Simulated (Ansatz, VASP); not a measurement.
# One calculation of Pd, two programs

```
CELL_PARAMETERS angstrom
0.00000 1.95355 1.95355
1.95355 0.00000 1.95355
1.95355 1.95355 0.00000
ATOMIC_POSITIONS crystal
Pd 0.00000 0.00000 0.00000
```

Alike in both runs: task single point; functional r2SCAN; k mesh 18 × 18 × 18; occupations gaussian, width 0.05 eV; no spin polarisation.

|  | VASP | Ansatz |
| --- | --- | --- |
| version | VASP 6.6.1 | Ansatz 0.2.0 |
| potentials or method | VASP PAW PBE potentials, release 64 (Pd), cutoff 520 eV | scalar-relativistic, plane waves, PAW |
| valence electrons in the cell | 10 | 18 |

VASP gave:

```
gap on the k mesh at the Fermi level (eV) : none
pressure (GPa)                            : 0.7
```

What did Ansatz give for the same quantities?

gap on the k mesh at the Fermi level (eV): none; pressure (GPa): 0.0.

VASP's potentials were made for PBE, not for r2SCAN. A gap of «none» marks a metal or a gap that the smearing closes. VASP's potentials hold 10 valence electrons a cell and Ansatz's 18, so a difference there can come from the potentials and not from the codes.
